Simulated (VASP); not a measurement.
Hf3Zr5Hg8, 16 atoms in the cell. The structure is tetragonal, space group P4/mmm (No. 123). The conventional cell has a = 6.294 Å, b = 6.294 Å, c = 8.340 Å, α = 90.00°, β = 90.00°, γ = 90.00°. Hg (site symmetry m) has 3 Hf at 3.05 Å and 5 Zr at 3.05 Å and 4 Hg at 3.15 Å within 4.0 Å. Within 4.0 Å of Hf (site symmetry 4/mmm) lie 8 Hg at 3.05 Å and 4 Zr at 3.15 Å. Within 4.0 Å of Hf (site symmetry 4/mmm) lie 8 Hg at 3.05 Å and 4 Zr at 3.15 Å. Within 4.0 Å of Hf (site symmetry 4/mmm) lie 8 Hg at 3.05 Å and 4 Zr at 3.15 Å. Zr (site symmetry 4/mmm) has 8 Hg at 3.05 Å and 4 Zr at 3.15 Å within 4.0 Å. Within 4.0 Å of Zr (site symmetry mmm) lie 8 Hg at 3.05 Å and 4 Hf at 3.15 Å. Within 4.0 Å of Zr (site symmetry mmm) lie 8 Hg at 3.05 Å and 2 Hf at 3.15 Å and 2 Zr at 3.15 Å. 

```yaml
Program: VASP 6.6.1
Task: single point
Functional: LDA
Potentials_or_basis: VASP PAW LDA potentials, release 64 (Hg, Hf_pv, Zr_sv)
Cutoff: 520 eV
k_mesh: 3 × 3 × 2
Occupations: gaussian, width 0.05 eV
Spin: no spin polarisation
Dipole_correction: no
Further_INCAR_settings: LREAL = Auto; ALGO = Normal; EDIFF = 1e-06; NBANDS = 107
```

Potentials or basis: VASP PAW LDA potentials, release 64 (Hg, Hf_pv, Zr_sv).

The run is started by

```console
$ cat potpaw_LDA.64/Hg/POTCAR potpaw_LDA.64/Hf_pv/POTCAR potpaw_LDA.64/Zr_sv/POTCAR > POTCAR
$ mpirun -np 1 vasp_std > vasp.out
```

Hardware: 1 thread of Intel(R) Xeon(R) 6975P-C (Granite Rapids), on a shared host.

Problem. Estimate the wall time of this run.

Solution. Run time: 5.2 min on 1 thread of Intel(R) Xeon(R) 6975P-C (Granite Rapids), on a shared host, peak memory 0.39 GiB. Counts: scf iterations 17, k points 6.
